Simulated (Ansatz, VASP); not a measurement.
Given: the input of a run of Ansatz 0.2.0 on Pb.

input.yaml

```yaml
crystal:
  lattice:
    - [3.48, 0.0, 0.0]
    - [-1.74, 3.0137684052, 0.0]
    - [0.0, 0.0, 5.59]
  atoms:
    - { symbol: Pb, position: [0.6666666667, 0.3333333333, 0.75] }
    - { symbol: Pb, position: [0.3333333333, 0.6666666667, 0.25] }
hamiltonian:
  xc: rpbe
  pseudopotentials: { kind: paw }
kpoints:
  mp_grid: { grid: [9, 9, 5] }
scf:
  occupations: { method: fermi_dirac, width: 0.05 }
output:
  forces: true
  stress: true
  eigenvalues: true
relax:
  f_tol: 0.01
  max_steps: 40
  cell: { stress_tol: 0.05 }
```

Potentials or basis: Ansatz PAW.

The run is started by

```bash
$ ansatz run input.yaml --threads 2 --pin off --max-ram 5632MiB --backend cpu --events-out ev --progress --plain --runs-dir out
```

Q: Translate it to VASP 6.6.1. Potentials there: VASP PAW PBE potentials, release 64 (Pb_d).

A: As run (the cutoff follows the program's own potentials):

Contents of INCAR:

```
SYSTEM = Pb
  PREC = Accurate
  ENCUT = 600
  EDIFF = 1E-6
  ISMEAR = -1
  SIGMA = 0.05
  LREAL = .False.
  LASPH = .True.
  NELM = 80
  ALGO = Fast
  ISIF = 3
  LWAVE = .False.
  LCHARG = .False.
  GGA = RP
  IBRION = 2
  NSW = 60
  EDIFFG = -0.01
```

Contents of KPOINTS:

```
regular mesh
0
Gamma
  9 9 5
  0 0 0
```

The input POSCAR:

```
Pb
1.0
    3.4800000000      0.0000000000      0.0000000000
   -1.7400000000      3.0137684052      0.0000000000
    0.0000000000      0.0000000000      5.5900000000
Pb
2
Direct
    0.6666666667      0.3333333333      0.7500000000
    0.3333333333      0.6666666667      0.2500000000
```

Potentials or basis: VASP PAW PBE potentials, release 64 (Pb_d).

Run with:

```sh
$ cat potpaw_PBE.64/Pb_d/POTCAR > POTCAR
$ mpirun -np 1 vasp_std > vasp.out
```

Both were run:

|  | VASP | Ansatz | Ansatz less VASP |
| --- | --- | --- | --- |
| gap on the k mesh at the Fermi level, each at its own relaxed structure (eV) | none | none | - |
| relaxed volume (Å³/atom) | 33.04 | 33.10 | +0.060 |
| relaxed cell length with the largest relative difference (Å) | 3.560 | 3.562 | +0.0024 |

VASP's potentials were made for PBE, not for RPBE. A gap of «none» marks a metal or a gap that the smearing closes.

Spin-orbit coupling is off throughout. Noted on Ansatz's run: the plane-wave basis is chosen anew once the cell has moved, so the energies of steps on either side of that aren't comparable.
